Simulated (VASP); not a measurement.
# Al2O3 (P-6m2) in VASP: a series of runs

Al2O3 is run at these levels: LDA; tasks: single point.

Program: VASP 6.6.1. These are calculated values, not measurements. Logs are shortened: lines on timing, memory, paths and dates and some standing lists are left out, and cuts for length are marked.

**1. The cell of the first run**

It takes space group P-6m2 (No. 187, hexagonal). Conventional cell: a = 3.107 Å, b = 3.107 Å, c = 8.046 Å, α = 90.00°, β = 90.00°, γ = 120.00°. Within 2.5 Å of Al (site symmetry 3m) lie 6 O at 1.89 to 2.16 Å and 1 Al at 2.41 Å. Within 2.5 Å of O (site symmetry 3m) lie 3 Al at 1.89 Å. Within 2.9 Å of O (site symmetry -6m2) lie 6 Al at 2.16 Å and 6 O at 2.53 Å.

**2. Single point, LDA**

INCAR reads:

```
SYSTEM = Al2O3
ALGO = Normal ; EDIFF = 1E-6
ENCUT = 520 ; ISIF = 2
ISMEAR = 0 ; LASPH = .True.
LCHARG = .False. ; LREAL = .False.
LWAVE = .False. ; NBANDS = 20
NELM = 80 ; PREC = Accurate
SIGMA = 0.05
```

KPOINTS reads:

```
k-points
0
Gamma
  12 12 4
  0 0 0
```

POSCAR reads:

```
Al2O3
1.0
    3.1070448630      0.0000000000      0.0000000000
   -1.5535224315      2.6907797820      0.0000000000
    0.0000000000      0.0000000000      8.0461710804
Al O
2 3
Direct
    0.0000000000      0.0000000000      0.1499923300
    0.0000000000      0.0000000000      0.8500076700
    0.3333333333      0.6666666667      0.2223169200
    0.6666666667      0.3333333333      0.0000000000
    0.3333333333      0.6666666667      0.7776830800
```

Potentials or basis: VASP PAW LDA potentials, release 64 (Al, O).

The run is started by

```bash
$ cat potpaw_LDA.64/Al/POTCAR potpaw_LDA.64/O/POTCAR > POTCAR
$ mpirun -np 1 vasp_std > vasp.out
```

OUTCAR:

```text
SYSTEM = Al2O3
   EDIFF = 1E-6
   ENCUT = 520
   ISIF = 2
   ISMEAR = 0
   LASPH = .True.
   LREAL = .False.
   NELM = 80
   PREC = Accurate

 ion  position               nearest neighbor table
   1  0.000  0.000  0.150-   3 1.89   3 1.89   3 1.89   4 2.16   4 2.16   4 2.16   2 2.41
   2  0.000  0.000  0.850-   5 1.89   5 1.89   5 1.89   4 2.16   4 2.16   4 2.16   1 2.41
   3  0.333  0.667  0.222-   1 1.89   1 1.89   1 1.89
   4  0.667  0.333  0.000-   1 2.16   2 2.16   1 2.16   2 2.16   1 2.16   2 2.16
   5  0.333  0.667  0.778-   2 1.89   2 1.89   2 1.89

  LATTYP: Found a hexagonal cell.
 ALAT       =     3.1070448630
 C/A-ratio  =     2.5896539751

  Lattice vectors:

 A1 = (   3.1070448630,   0.0000000000,   0.0000000000)
 A2 = (  -1.5535224315,   2.6907797820,   0.0000000000)
 A3 = (   0.0000000000,   0.0000000000,   8.0461710804)

Analysis of symmetry for initial positions (statically):
=====================================================================
 Subroutine PRICEL returns:
 Original cell was already a primitive cell.

 Routine SETGRP: Setting up the symmetry group for a
 hexagonal supercell.

 Subroutine GETGRP returns: Found 12 space group operations
 (whereof 12 operations were pure point group operations)
 out of a pool of 24 trial point group operations.

The static configuration has the point symmetry D_3h.

Analysis of symmetry for dynamics (positions and initial velocities):
=====================================================================
 Subroutine PRICEL returns:
 Original cell was already a primitive cell.

 Routine SETGRP: Setting up the symmetry group for a
 hexagonal supercell.

 Subroutine GETGRP returns: Found 12 space group operations
 (whereof 12 operations were pure point group operations)
 out of a pool of 24 trial point group operations.

The dynamic configuration has the point symmetry D_3h.

 Subroutine INISYM returns: Found 12 space group operations
 (whereof 12 operations are pure point group operations),
 and found     1 'primitive' translations

----------------------------------------------------------------------------------------

                                     Primitive cell

  volume of cell :      67.2690

  direct lattice vectors                    reciprocal lattice vectors
     3.107044863  0.000000000  0.000000000     0.321849231  0.185819740  0.000000000
    -1.553522432  2.690779782  0.000000000     0.000000000  0.371639480  0.000000000
     0.000000000  0.000000000  8.046171080     0.000000000  0.000000000  0.124282717

  length of vectors
     3.107044863  3.107044863  8.046171080     0.371639480  0.371639480  0.124282717

  position of ions in fractional coordinates (direct lattice)
     0.000000000  0.000000000  0.149992330
     0.000000000  0.000000000  0.850007670
     0.333333333  0.666666667  0.222316920
     0.666666667  0.333333333  0.000000000
     0.333333333  0.666666667  0.777683080

  ion indices of the primitive-cell ions
   primitive index   ion index
                 1           1
                 2           2
                 3           3
                 4           4
                 5           5

----------------------------------------------------------------------------------------

 KPOINTS: k-points

Automatic generation of k-mesh.
 Grid dimensions read from file:
 generate k-points for:   12   12    4

 Generating k-lattice:

  Cartesian coordinates                     Fractional coordinates (reciprocal lattice)
     0.026820769  0.015484978  0.000000000     0.083333333  0.000000000  0.000000000
     0.000000000  0.030969957  0.000000000     0.000000000  0.083333333  0.000000000
     0.000000000  0.000000000  0.031070679     0.000000000  0.000000000  0.250000000

  Length of vectors
     0.030969957  0.030969957  0.031070679

  Shift w.r.t. Gamma in fractional coordinates (k-lattice)
     0.000000000  0.000000000  0.000000000

 Subroutine IBZKPT returns following result:
 ===========================================

 Found     57 irreducible k-points:

 Following reciprocal coordinates:
            Coordinates               Weight
  0.000000  0.000000  0.000000      1.000000
  0.083333  0.000000  0.000000      6.000000
  0.166667 -0.000000  0.000000      6.000000
  0.250000  0.000000  0.000000      6.000000
  0.333333 -0.000000  0.000000      6.000000
  0.416667  0.000000  0.000000      6.000000
[... 16 lines left out ...]
  0.250000  0.000000  0.250000     12.000000
  0.333333 -0.000000  0.250000     12.000000
 [... further k-points ...]
   k-points           NKPTS =     57   k-points in BZ     NKDIM =     57   number of bands    NBANDS=     20
   number of dos      NEDOS =    301   number of ions     NIONS =      5
   total plane-waves  NPLWV =  34560
   dimension x,y,z NGX =    24 NGY =   24 NGZ =   60
   dimension x,y,z NGXF=    48 NGYF=   48 NGZF=  120
   ions per type =               2   3
   NGX,Y,Z   is equivalent  to a cutoff of  12.84, 12.84, 12.40 a.u.
   NGXF,Y,Z  is equivalent  to a cutoff of  25.68, 25.68, 24.79 a.u.
 SYSTEM =  Al2O3
   PREC   = accura    normal or accurate (medium, high low for compatibility)
   ISTART =      0    job   : 0-new  1-cont  2-samecut
   ICHARG =      2    charge: 1-file 2-atom 10-const
   ISPIN  =      1    spin polarized calculation?
   LNONCOLLINEAR =      F non collinear calculations
   LSORBIT =      F    spin-orbit coupling
   LASPH  =      T    aspherical Exc in radial PAW
   ENCUT  =  520.0 eV  38.22 Ry    6.18 a.u.   5.78  5.78 14.96*2*pi/ulx,y,z
   NELM   =     80;   NELMIN=  2; NELMDL= -5     # of ELM steps
   EDIFF  = 0.1E-05   stopping-criterion for ELM
   LREAL  =      F    real-space projection
   EDIFFG = 0.1E-04   stopping-criterion for IOM
   NSW    =      0    number of steps for IOM
   IBRION =     -1    ionic relax: 0-MD 1-quasi-New 2-CG
   NFREE  =      0    steps in history (QN), initial steepest desc. (CG)
   ISIF   =      2    stress and relaxation
   ISYM   =      2    0-nonsym 1-usesym 2-fastsym
   POTIM  = 0.5000    time-step for ionic-motion
   TEBEG  =    0.0;   TEEND  =   0.0 temperature during run
   PSTRESS=    0.0 pullay stress
   NELECT =      24.0000    total number of electrons
   NUPDOWN=      -1.0000    fix difference up-down
   EMIN   =  10.00;   EMAX   =-10.00  energy-range for DOS
   EFERMI =   0.00;   METHOD = LEGACY
   ISMEAR =     0;   SIGMA  =   0.05  broadening in eV -4-tet -1-fermi 0-gaus
   EFERMI_NEDOS =   21; number of points for ismear=-14 and -15
   IALGO  =     38    algorithm
   IMIX   =      4    mixing-type and parameters
     AMIX     =   0.40;   BMIX     =  1.00
     AMIX_MAG =   1.60;   BMIX_MAG =  1.00
  volume/ion in A,a.u.               =      13.45        90.79
  Fermi-wavevector in a.u.,A,eV,Ry     =   1.161111  2.194181 18.343074  1.348178
  Thomas-Fermi vector in A             =   2.297686
   LORBIT       =      0    0 simple, 1 ext, 2 COOP (PROOUT), +10 PAW based schemes
   GGA     = CA    functional components
   LHFCALC =     F    Hartree Fock is set to
   AEXX    =    0.0000 exact exchange contribution
   IVDW    =     0    specifies the selected vdW correction
   LEPSILON=     F    determine dielectric tensor
   LRPA    =     F    only Hartree local field effects (RPA)
 non-spin polarized calculation
 Gauss-broadening in eV      SIGMA  =   0.05
  energy-cutoff  :      520.00
  volume of cell :       67.27
 maximum number of plane-waves:      1828
 NGX is ok and might be reduce to    24

 number of electron      23.9999990 magnetization

 Free energy of the ion-electron system (eV)
  ---------------------------------------------------
  ext. energy  EPLUGINS =         0.00000000
  ---------------------------------------------------
  free energy    TOTEN  =       -38.45308508 eV

  energy without entropy =      -38.45308508  energy(sigma->0) =      -38.45308508

 E-fermi :   1.7398     XC(G=0):  -9.1999

 val. band max:        1.4370380766   @ k =   0.3333   0.3333   0.5000
 cond. band min:       3.8443556269   @ k =   0.0000   0.0000   0.0000
 fundamental gap:      2.4073175504
 Fermi energy:         1.7398385365

 k-point     1 :       0.0000    0.0000    0.0000
  band No.  band energies     occupation
      1     -17.5368      2.00000
      2     -15.5600      2.00000
      3     -14.4361      2.00000
      4      -2.9949      2.00000
      5      -1.4349      2.00000
      6      -1.4349      2.00000
[... 12 lines left out ...]
     19      13.9047      0.00000
     20      13.9047      0.00000

 k-point     2 :       0.0833    0.0000    0.0000
  band No.  band energies     occupation
      1     -17.4650      2.00000
      2     -15.5125      2.00000
      3     -14.4345      2.00000
      4      -3.0219      2.00000
      5      -1.9936      2.00000
      6      -1.5460      2.00000
[... 12 lines left out ...]
     19      13.5725      0.00000
     20      14.0776      0.00000

 k-point     3 :       0.1667   -0.0000    0.0000
  band No.  band energies     occupation
      1     -17.2576      2.00000
      2     -15.3791      2.00000
      3     -14.4378      2.00000
      4      -3.1671      2.00000
      5      -2.9410      2.00000
      6      -1.8092      2.00000
[... 12 lines left out ...]
     19      13.4413      0.00000
     20      14.2717      0.00000

 k-point     4 :       0.2500    0.0000    0.0000
  band No.  band energies     occupation
      1     -16.9403      2.00000
      2     -15.1879      2.00000
      3     -14.4675      2.00000
      4      -3.9212      2.00000
      5      -3.5247      2.00000
      6      -2.1102      2.00000
[... 429 lines left out ...]
 k-point    23 :       0.2500    0.0000    0.2500
  band No.  band energies     occupation
      1     -16.9401      2.00000
      2     -15.1891      2.00000
      3     -14.4664      2.00000
      4      -3.9185      2.00000
      5      -3.5257      2.00000
      6      -2.1100      2.00000
[... 12 lines left out ...]
     19      13.3721      0.00000
     20      14.2464      0.00000

 k-point    24 :       0.3333   -0.0000    0.2500
  band No.  band energies     occupation
      1     -16.5628      2.00000
      2     -14.9858      2.00000
      3     -14.5455      2.00000
      4      -4.7570      2.00000
      5      -3.9934      2.00000
      6      -2.3696      2.00000
[... 12 lines left out ...]
     19      13.5294      0.00000
     20      13.8915      0.00000

 [... further k-points ...]

------------------------ aborting loop because EDIFF is reached ----------------------------------------

  FORCE on cell =-STRESS in cart. coord.  units (eV):
  Direction    XX          YY          ZZ          XY          YZ          ZX
  --------------------------------------------------------------------------------------
  -------------------------------------------------------------------------------------
  Total      -12.7157872    -12.7157872      7.4937305      0.0000000     -0.0000000      0.0000000
  in kB     -302.8578897   -302.8578897    178.4817075      0.0000000     -0.0000000      0.0000000
  external PRESSURE =    -142.4113573 kB  Pullay stress =       0.0000000 kB

 VOLUME and BASIS-vectors are now :
 -----------------------------------------------------------------------------
  energy-cutoff  :      520.00
  volume of cell :       67.27
      direct lattice vectors                 reciprocal lattice vectors
     3.107044863  0.000000000  0.000000000     0.321849231  0.185819740  0.000000000
    -1.553522432  2.690779782  0.000000000     0.000000000  0.371639480  0.000000000
     0.000000000  0.000000000  8.046171080     0.000000000  0.000000000  0.124282717

 POSITION                                       TOTAL-FORCE (eV/Angst)
 -----------------------------------------------------------------------------------
      0.00000      0.00000      1.20686        -0.000000      0.000000      3.344041
      0.00000      0.00000      6.83931        -0.000000      0.000000     -3.344041
     -0.00000      1.79385      1.78880         0.000000     -0.000000     -0.124323
      1.55352      0.89693      0.00000         0.000000      0.000000     -0.000000
     -0.00000      1.79385      6.25737         0.000000     -0.000000      0.124323
 -----------------------------------------------------------------------------------
    total drift:                                0.000000     -0.000000      0.000000

  FREE ENERGIE OF THE ION-ELECTRON SYSTEM (eV)
  ---------------------------------------------------
  free  energy   TOTEN  =       -38.4530850811 eV

  energy  without entropy=      -38.4530850811  energy(sigma->0) =      -38.45308508
```

Wall time 54 s (1 thread of Intel Xeon 6975P-C (Granite Rapids), shared host); peak memory 0.18 GiB.

What came out:

```
Free energy            : -38.4531 eV
Pressure               : -14.2 GPa
Largest force          : 3.344 eV/Å
Band gap on the k mesh : 2.41 eV, indirect (least direct gap 2.73 eV)
```

Forces on the atoms (eV/Å):
```
Al   0.000  0.000  3.344
Al   0.000  0.000 -3.344
O    0.000  0.000 -0.124
O    0.000  0.000  0.000
O    0.000  0.000  0.124
```

Caveat: forces of over 1 eV/Å act on the atoms, so gaps and moduli don't describe the material at rest.

**3. Single point, LDA**

This run uses another cell than the first one, of the same volume but with other edges.

INCAR reads:

```
ALGO = Normal ; EDIFF = 1E-7
ENCUT = 520 ; GGA = CA
ISIF = 2 ; ISMEAR = 0
LASPH = T ; LCHARG = F
LREAL = F ; LWAVE = F
NBANDS = 20 ; NELM = 100
PREC = Accurate ; SIGMA = 0.05
```

KPOINTS reads:

```
k-points
0
Gamma
  12 12 4
```

Changes to POSCAR since step 2:

```diff
@@ -2,5 +2,5 @@
 1.0
-    3.1070448630      0.0000000000      0.0000000000
-   -1.5535224315      2.6907797820      0.0000000000
-    0.0000000000      0.0000000000      8.0461710804
+    2.6427925205      0.0000000000      0.0000000000
+   -1.3213962603      2.2887254597      0.0000000000
+    0.0000000000      0.0000000000     11.1213670039
 Al O
```

Potentials or basis: VASP PAW LDA potentials, release 64 (Al, O).

The run is started by

```bash
$ cat potpaw_LDA.64/Al/POTCAR potpaw_LDA.64/O/POTCAR > POTCAR
$ mpirun -np 1 vasp_std > vasp.out
```

Wall time 82 s (1 thread of Intel Xeon 6975P-C (Granite Rapids), shared host); peak memory 0.18 GiB.

The run converged. Its results:

```yaml
Free_energy: -37.7486 eV
Pressure: 9.7 GPa
Largest_force: 3.202 eV/Å
Band_gap_on_the_k_mesh: 3.01 eV, direct
```

Forces in eV/Å, atoms in the order of the input:
```
Al   0.000  0.000 -3.202
Al   0.000  0.000  3.202
O    0.000  0.000 -0.845
O    0.000  0.000  0.000
O    0.000  0.000  0.845
```

Stress tensor (GPa, compression positive):
```
 32.40   0.00   0.00
  0.00  32.40   0.00
  0.00   0.00 -35.56
```

Levels at points of the mesh, in eV from the valence-band top:
| k point | band 9 | band 10 | band 11 | band 12 | band 13 | band 14 | band 15 | band 16 |
| --- | --- | --- | --- | --- | --- | --- | --- | --- |
| (0.00, 0.00, 0.00) | -2.90 | -2.90 | 0.00 | 0.00 | 3.01 | 6.13 | 6.64 | 8.78 |
| (0.50, 0.00, 0.00) | -3.84 | -3.20 | -3.19 | -1.04 | 5.00 | 5.59 | 7.44 | 8.76 |
| (0.00, 0.00, 0.50) | -2.90 | -2.90 | 0.00 | 0.00 | 3.05 | 5.70 | 7.36 | 8.21 |
| (0.50, 0.00, 0.50) | -3.84 | -3.19 | -3.19 | -1.04 | 5.00 | 5.59 | 7.43 | 8.77 |

Caveat: forces of over 1 eV/Å act on the atoms, so gaps and moduli don't describe the material at rest. A k mesh can miss the band edges.
